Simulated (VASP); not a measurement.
**ScAl3: single point with PBE**

ScAl3:

```
CELL_PARAMETERS angstrom
-2.01280 2.01280 4.42320
2.01280 -2.01280 4.42320
2.01280 2.01280 -4.42320
ATOMIC_POSITIONS crystal
Sc 0.00000 0.00000 0.00000
Al 0.75000 0.25000 0.50000
Al 0.26017 0.76017 0.50000
Al 0.50000 0.50000 0.00000
```

This cell differs from its parent crystal: one atom moved.

| Item | Value |
| --- | --- |
| Program | VASP 6.6.1 |
| Task | single point |
| Functional | PBE |
| Potentials or basis | VASP PAW PBE potentials, release 64 (Sc_sv, Al) |
| Cutoff | 520 eV |
| k mesh | 12 × 12 × 12 |
| Occupations | gaussian, width 0.1 eV |
| Spin | no spin polarisation |

| Item | Value |
| --- | --- |
| Pressure | -0.2 GPa |
| Largest force | 0.465 eV/Å |
| Band gap on the k mesh | zero (band 10 reaches 7.55 eV, above the bottom of band 11 at 5.44 eV) |

Forces on the atoms (eV/Å):
```
Sc   0.000  0.000  0.329
Al   0.000  0.000  0.043
Al   0.000  0.000 -0.465
Al   0.000  0.000  0.093
```

Stress tensor (GPa, compression positive):
```
-0.55  0.00  0.00
 0.00  0.05  0.00
 0.00  0.00 -0.13
```

Levels at points of the mesh, in eV from the Fermi level:
```
           k point  band 8  band 9  band 10  band 11  band 12  band 13
(0.00, 0.00, 0.00)   -1.02   -0.98    -0.88     1.44     1.53     1.64
(0.50, 0.00, 0.00)   -2.79   -0.73     0.32     1.17     1.85     2.66
(0.00, 0.50, 0.00)   -2.80   -0.67     0.39     1.07     1.85     2.72
(0.50, 0.50, 0.00)   -3.40   -2.41    -1.88    -0.49     2.53     2.74
(0.50, 0.50, 0.50)   -0.99   -0.95     0.23     1.43     1.54     1.90
```

Wall time 9.5 min on 1 thread of Intel(R) Xeon(R) Platinum 8259CL CPU @ 2.50GHz (Skylake/Cascade Lake), with other jobs on the host, peak memory 0.49 GiB.

Caveat: the cell differs from its parent crystal (one atom moved).
